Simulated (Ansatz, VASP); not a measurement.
One calculation of Si2Mo, two programs

File INCAR:

```
SYSTEM = Si2Mo
ALGO = Normal ; EDIFF = 1E-6
ENCUT = 520 ; GGA = PE
ISIF = 2 ; ISMEAR = -1
LASPH = .TRUE. ; LCHARG = .TRUE.
LELF = .TRUE. ; LREAL = .FALSE.
LVHAR = .TRUE. ; LWAVE = .FALSE.
NBANDS = 18 ; NELM = 60
PREC = Accurate ; SIGMA = 0.05
```

Contents of KPOINTS:

```
k-points
0
G
  10 10 10
  0 0 0
```

POSCAR

```
Si2Mo
1.0
    0.0000000000      2.4963538581      2.4963538581
    2.4963538581      0.0000000000      2.4963538581
    2.4963538581      2.4963538581      0.0000000000
Mo Si
1 2
Direct
    0.0000000000      0.0000000000      0.0000000000
    0.2500000000      0.2500000000      0.2500000000
    0.7500000000      0.7500000000      0.7500000000
```

Input for Ansatz:

```yaml
crystal:
  lattice:
    - [0.0, 2.4963538581, 2.4963538581]
    - [2.4963538581, 0.0, 2.4963538581]
    - [2.4963538581, 2.4963538581, 0.0]
  atoms:
    - { symbol: Mo, position: [0.0, 0.0, 0.0] }
    - { symbol: Si, position: [0.25, 0.25, 0.25] }
    - { symbol: Si, position: [0.75, 0.75, 0.75] }
kpoints:
  mp_grid: { grid: [10, 10, 10] }
  band_path:
    path:
      - [0.0, 0.0, 0.0]
      - [0.5, 0.0, 0.5]
      - [0.625, 0.25, 0.625]
      - [0.375, 0.375, 0.75]
      - [0.0, 0.0, 0.0]
      - [0.5, 0.5, 0.5]
      - [0.5, 0.25, 0.75]
      - [0.5, 0.0, 0.5]
    npoints: 8
scf:
  occupations: { method: fermi_dirac, width: 0.05 }
hamiltonian:
  xc: pbe
  pseudopotentials: { kind: all_electron, lapw: { basis_error: 0.001 } }
output:
  forces: true
  stress: true
  eigenvalues: true
  populations: true
  dos: { projected: true, de: 0.2, e_range: [-14, 8] }
```

Change from the starting cell: volume scaled by 0.62, LAPW.

Alike in both runs: task single point; functional PBE; k mesh 10 × 10 × 10; occupations fermi-dirac, width 0.05 eV; no spin polarisation.

|  | VASP | Ansatz |
| --- | --- | --- |
| version | VASP 6.6.1 | Ansatz 0.2.0 |
| potentials or method | VASP PAW PBE potentials, release 64 (Mo_sv, Si), cutoff 520 eV | all-electron LAPW, scalar-relativistic |

|  | VASP | Ansatz | Ansatz less VASP |
| --- | --- | --- | --- |
| pressure (GPa) | 166.5 | 165.5 | -0.99 |

Both programs put the cell under a high pressure, so it lies far from rest at this level. Ansatz ran all-electron here, and VASP with PAW potentials.

Noted on VASP's run: the cell as given lies far from equilibrium.
